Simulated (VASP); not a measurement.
# CoSi2 (I4mm) in VASP: a series of runs

The runs below take CoSi2 through single point, with PBEsol.

All numbers are computed with VASP 6.6.1; they aren't measurements. Logs are shortened: lines on timing, memory, paths and dates and some standing lists are left out, and cuts for length are marked.

### 1 The cell of the first run

Symmetry: I4mm, No. 107, tetragonal system. The conventional cell has a = 3.788 Å, b = 3.788 Å, c = 5.357 Å, α = 90.00°, β = 90.00°, γ = 90.00°. Co (site symmetry 4mm) has 8 Si at 2.22 to 2.43 Å within 2.9 Å. Within 2.9 Å of Si (site symmetry 2mm) lie 4 Co at 2.22 to 2.43 Å and 6 Si at 2.68 Å.

### 2 Single point, PBEsol (atoms displaced along a vibrational mode, the cell strained)

Input file INCAR:

```
PREC = Accurate ; ENCUT = 520
EDIFF = 1E-7 ; ISMEAR = 0
SIGMA = 0.15 ; LREAL = F
LASPH = T ; NELM = 80
ALGO = Normal ; ISIF = 2
LWAVE = F ; LCHARG = T
GGA = PS ; LELF = T
LVHAR = T ; NBANDS = 16
```

Input file KPOINTS:

```
Automatic mesh
0
Gamma
  14 14 14
```

Input file POSCAR:

```
CoSi2
1.0
    0.0000000000      2.6784009061      2.6784009061
    2.6784009061      0.0000000000      2.6784009061
    2.6784009061      2.6784009061      0.0000000000
Co Si
1 2
Direct
    0.0160744693     -0.0160744693     -0.0160744693
    0.2331347727      0.2668652273      0.2668652273
    0.7331347727      0.7668652273      0.7668652273
```

Potentials or basis: VASP PAW PBE potentials, release 64 (Co, Si).

Command:

```sh
$ cat potpaw_PBE.64/Co/POTCAR potpaw_PBE.64/Si/POTCAR > POTCAR
$ mpirun -np 1 vasp_std > vasp.out
```

OUTCAR:

```text
PREC = Accurate
   ENCUT = 520
   EDIFF = 1E-7
   ISMEAR = 0
   LREAL = F
   LASPH = T
   NELM = 80
   ISIF = 2
   GGA = PS

 ion  position               nearest neighbor table
   1  0.016  0.984  0.984-   3 2.22   3 2.22   2 2.22   2 2.22   3 2.43   3 2.43   2 2.43   2 2.43

   2  0.233  0.267  0.267-   1 2.22   1 2.22   1 2.43   1 2.43   3 2.68   3 2.68   3 2.68   3 2.68
                             3 2.68   3 2.68
   3  0.733  0.767  0.767-   1 2.22   1 2.22   1 2.43   1 2.43   2 2.68   2 2.68   2 2.68   2 2.68
                             2 2.68   2 2.68

  LATTYP: Found a face centered cubic cell.
 ALAT       =     5.3568018122

  Lattice vectors:

 A1 = (   0.0000000000,   2.6784009061,   2.6784009061)
 A2 = (   2.6784009061,   0.0000000000,   2.6784009061)
 A3 = (   2.6784009061,   2.6784009061,   0.0000000000)

Analysis of symmetry for initial positions (statically):
=====================================================================
 Subroutine PRICEL returns:
 Original cell was already a primitive cell.

 Routine SETGRP: Setting up the symmetry group for a
 face centered cubic supercell.

 Subroutine GETGRP returns: Found  8 space group operations
 (whereof  8 operations were pure point group operations)
 out of a pool of 48 trial point group operations.

The static configuration has the point symmetry C_4v.

Analysis of symmetry for dynamics (positions and initial velocities):
=====================================================================
 Subroutine PRICEL returns:
 Original cell was already a primitive cell.

 Routine SETGRP: Setting up the symmetry group for a
 face centered cubic supercell.

 Subroutine GETGRP returns: Found  8 space group operations
 (whereof  8 operations were pure point group operations)
 out of a pool of 48 trial point group operations.

The dynamic configuration has the point symmetry C_4v.

 Subroutine INISYM returns: Found  8 space group operations
 (whereof  8 operations are pure point group operations),
 and found     1 'primitive' translations

----------------------------------------------------------------------------------------

                                     Primitive cell

  volume of cell :      38.4288

  direct lattice vectors                    reciprocal lattice vectors
     0.000000000  2.678400906  2.678400906    -0.186678551  0.186678551  0.186678551
     2.678400906  0.000000000  2.678400906     0.186678551 -0.186678551  0.186678551
     2.678400906  2.678400906  0.000000000     0.186678551  0.186678551 -0.186678551

  length of vectors
     3.787830887  3.787830887  3.787830887     0.323336735  0.323336735  0.323336735

  position of ions in fractional coordinates (direct lattice)
     0.016074469  0.983925531  0.983925531
     0.233134773  0.266865227  0.266865227
     0.733134773  0.766865227  0.766865227

  ion indices of the primitive-cell ions
   primitive index   ion index
                 1           1
                 2           2
                 3           3

----------------------------------------------------------------------------------------

 KPOINTS: Automatic mesh

Automatic generation of k-mesh.
 Grid dimensions read from file:
 generate k-points for:   14   14   14

 Generating k-lattice:

  Cartesian coordinates                     Fractional coordinates (reciprocal lattice)
    -0.013334182  0.013334182  0.013334182     0.071428571  0.000000000  0.000000000
     0.013334182 -0.013334182  0.013334182     0.000000000  0.071428571  0.000000000
     0.013334182  0.013334182 -0.013334182     0.000000000  0.000000000  0.071428571

  Length of vectors
     0.023095481  0.023095481  0.023095481

  Shift w.r.t. Gamma in fractional coordinates (k-lattice)
     0.000000000  0.000000000  0.000000000

 Subroutine IBZKPT returns following result:
 ===========================================

 Found    244 irreducible k-points:

 Following reciprocal coordinates:
            Coordinates               Weight
  0.000000  0.000000  0.000000      1.000000
  0.071429  0.000000  0.000000      8.000000
  0.142857  0.000000  0.000000      8.000000
  0.214286  0.000000  0.000000      8.000000
  0.285714  0.000000  0.000000      8.000000
  0.357143  0.000000  0.000000      8.000000
[... 16 lines left out ...]
 -0.428571  0.071429  0.000000     16.000000
  0.000000 -0.428571  0.071429      8.000000
 [... further k-points ...]
   k-points           NKPTS =    244   k-points in BZ     NKDIM =    244   number of bands    NBANDS=     16
   number of dos      NEDOS =    301   number of ions     NIONS =      3
   total plane-waves  NPLWV =  21952
   dimension x,y,z NGX =    28 NGY =   28 NGZ =   28
   dimension x,y,z NGXF=    56 NGYF=   56 NGZF=   56
   ions per type =               1   2
   NGX,Y,Z   is equivalent  to a cutoff of  12.29, 12.29, 12.29 a.u.
   NGXF,Y,Z  is equivalent  to a cutoff of  24.58, 24.58, 24.58 a.u.
 SYSTEM =  unknown system
   PREC   = accura    normal or accurate (medium, high low for compatibility)
   ISTART =      0    job   : 0-new  1-cont  2-samecut
   ICHARG =      2    charge: 1-file 2-atom 10-const
   ISPIN  =      1    spin polarized calculation?
   LNONCOLLINEAR =      F non collinear calculations
   LSORBIT =      F    spin-orbit coupling
   LASPH  =      T    aspherical Exc in radial PAW
   ENCUT  =  520.0 eV  38.22 Ry    6.18 a.u.   7.04  7.04  7.04*2*pi/ulx,y,z
   NELM   =     80;   NELMIN=  2; NELMDL= -5     # of ELM steps
   EDIFF  = 0.1E-06   stopping-criterion for ELM
   LREAL  =      F    real-space projection
   EDIFFG = 0.1E-05   stopping-criterion for IOM
   NSW    =      0    number of steps for IOM
   IBRION =     -1    ionic relax: 0-MD 1-quasi-New 2-CG
   NFREE  =      0    steps in history (QN), initial steepest desc. (CG)
   ISIF   =      2    stress and relaxation
   ISYM   =      2    0-nonsym 1-usesym 2-fastsym
   POTIM  = 0.5000    time-step for ionic-motion
   TEBEG  =    0.0;   TEEND  =   0.0 temperature during run
   PSTRESS=    0.0 pullay stress
   NELECT =      17.0000    total number of electrons
   NUPDOWN=      -1.0000    fix difference up-down
   EMIN   =  10.00;   EMAX   =-10.00  energy-range for DOS
   EFERMI =   0.00;   METHOD = LEGACY
   ISMEAR =     0;   SIGMA  =   0.15  broadening in eV -4-tet -1-fermi 0-gaus
   EFERMI_NEDOS =   21; number of points for ismear=-14 and -15
   IALGO  =     38    algorithm
   IMIX   =      4    mixing-type and parameters
     AMIX     =   0.40;   BMIX     =  1.00
     AMIX_MAG =   1.60;   BMIX_MAG =  1.00
  volume/ion in A,a.u.               =      12.81        86.44
  Fermi-wavevector in a.u.,A,eV,Ry     =   1.247399  2.357243 21.170739  1.556005
  Thomas-Fermi vector in A             =   2.381533
   LORBIT       =      0    0 simple, 1 ext, 2 COOP (PROOUT), +10 PAW based schemes
   GGA     = PS    functional components
   LHFCALC =     F    Hartree Fock is set to
   AEXX    =    0.0000 exact exchange contribution
   IVDW    =     0    specifies the selected vdW correction
   LEPSILON=     F    determine dielectric tensor
   LRPA    =     F    only Hartree local field effects (RPA)
 non-spin polarized calculation
 Gauss-broadening in eV      SIGMA  =   0.15
  energy-cutoff  :      520.00
  volume of cell :       38.43
 maximum number of plane-waves:      1056
   NGX = 15   NGY = 15   NGZ = 15

 number of electron      16.9999997 magnetization

 Free energy of the ion-electron system (eV)
  ---------------------------------------------------
  ext. energy  EPLUGINS =         0.00000000
  ---------------------------------------------------
  free energy    TOTEN  =       -20.79594489 eV

  energy without entropy =      -20.78385443  energy(sigma->0) =      -20.78989966

 E-fermi :  10.0074     XC(G=0): -11.8483

 val. band max:       10.0003913399   @ k =   0.4286   0.2143   0.0714
 cond. band min:      10.0157477816   @ k =   0.2143   0.1429   0.0000
 fundamental gap:      0.0153564417
 Fermi energy:        10.0073616650

 k-point     1 :       0.0000    0.0000    0.0000
  band No.  band energies     occupation
      1      -3.1208      2.00000
      2       5.8475      2.00000
      3       5.9240      2.00000
      4       5.9240      2.00000
      5       8.0218      2.00000
      6       8.0557      2.00000
[... 8 lines left out ...]
     15      15.6985      0.00000
     16      15.7221      0.00000

 k-point     2 :       0.0714    0.0000    0.0000
  band No.  band energies     occupation
      1      -3.0432      2.00000
      2       5.6934      2.00000
      3       5.9156      2.00000
      4       5.9509      2.00000
      5       7.9970      2.00000
      6       8.0324      2.00000
[... 8 lines left out ...]
     15      15.4595      0.00000
     16      15.6904      0.00000

 k-point     3 :       0.1429    0.0000    0.0000
  band No.  band energies     occupation
      1      -2.8116      2.00000
      2       5.1771      2.00000
      3       5.9891      2.00000
      4       6.0265      2.00000
      5       7.9369      2.00000
      6       7.9762      2.00000
[... 8 lines left out ...]
     15      15.4393      0.00000
     16      16.0182      0.00000

 k-point     4 :       0.2143    0.0000    0.0000
  band No.  band energies     occupation
      1      -2.4293      2.00000
      2       4.4174      2.00000
      3       6.1013      2.00000
      4       6.1343      2.00000
      5       7.8797      2.00000
      6       7.9242      2.00000
[... 8 lines left out ...]
     15      16.1932      0.00000
     16      17.0127      0.00000
[... 324 lines left out ...]
 k-point    22 :       0.0000    0.5000    0.0714
  band No.  band energies     occupation
      1       0.1259      2.00000
      2       0.9459      2.00000
      3       6.2725      2.00000
      4       6.3817      2.00000
      5       7.5713      2.00000
      6       8.2006      2.00000
[... 8 lines left out ...]
     15      20.4139      0.00000
     16      20.9190      0.00000

 k-point    23 :      -0.4286    0.0714    0.0000
  band No.  band energies     occupation
      1      -0.1301      2.00000
      2       1.2281      2.00000
      3       6.1993      2.00000
      4       6.4411      2.00000
      5       7.6553      2.00000
      6       8.0364      2.00000
[... 8 lines left out ...]
     15      19.7318      0.00000
     16      20.6225      0.00000

 k-point    24 :       0.0000   -0.4286    0.0714
  band No.  band energies     occupation
      1      -0.1303      2.00000
      2       1.2289      2.00000
      3       6.2009      2.00000
      4       6.4394      2.00000
      5       7.6507      2.00000
      6       8.0142      2.00000
[... 8 lines left out ...]
     15      19.7045      0.00000
     16      20.6589      0.00000

 [... further k-points ...]

------------------------ aborting loop because EDIFF is reached ----------------------------------------

  FORCE on cell =-STRESS in cart. coord.  units (eV):
  Direction    XX          YY          ZZ          XY          YZ          ZX
  --------------------------------------------------------------------------------------
  -------------------------------------------------------------------------------------
  Total       -0.6863820     -0.3613480     -0.3613480      0.0000000      0.0000000      0.0000000
  in kB      -28.6167100    -15.0653602    -15.0653602      0.0000000      0.0000000      0.0000000
  external PRESSURE =     -19.5824768 kB  Pullay stress =       0.0000000 kB

 VOLUME and BASIS-vectors are now :
 -----------------------------------------------------------------------------
  energy-cutoff  :      520.00
  volume of cell :       38.43
      direct lattice vectors                 reciprocal lattice vectors
     0.000000000  2.678400906  2.678400906    -0.186678551  0.186678551  0.186678551
     2.678400906  0.000000000  2.678400906     0.186678551 -0.186678551  0.186678551
     2.678400906  2.678400906  0.000000000     0.186678551  0.186678551 -0.186678551

 POSITION                                       TOTAL-FORCE (eV/Angst)
 -----------------------------------------------------------------------------------
      5.27069      2.67840      2.67840         2.022311      0.000000      0.000000
      1.42954      1.33920      1.33920        -1.011156     -0.000000     -0.000000
      4.10795      4.01760      4.01760        -1.011156      0.000000      0.000000
 -----------------------------------------------------------------------------------
    total drift:                                0.000166     -0.000002     -0.000002

  FREE ENERGIE OF THE ION-ELECTRON SYSTEM (eV)
  ---------------------------------------------------
  free  energy   TOTEN  =       -20.7959448868 eV

  energy  without entropy=      -20.7838544294  energy(sigma->0) =      -20.78989966
```

Wall time 1.8 min (1 thread of AMD EPYC 9R45 (Zen 5), shared host); peak memory 0.24 GiB.

Results:

* Free energy: -20.7959 eV
* Pressure: -2.0 GPa
* Largest force: 2.022 eV/Å
* Band gap on the k mesh: zero (an odd number of electrons rules out a gap without spin polarisation)

Forces in eV/Å, atoms in the order of the input:
```
Co   2.022  0.000  0.000
Si  -1.011  0.000  0.000
Si  -1.011  0.000  0.000
```

Stress tensor (GPa, compression positive):
```
-2.86  0.00  0.00
 0.00 -1.51  0.00
 0.00  0.00 -1.51
```

Caveat: the cell differs from its parent crystal (atoms displaced along a vibrational mode, the cell strained); the PAW data sets were made with another functional, which shifts forces and pressure a little; an odd number of electrons without spin polarisation forces a metal; a magnetic or distorted state may lie lower. Spin polarisation is off, so any magnetic state and its effect on volume and gap are missing.

(Continued in part 2 of 2.)
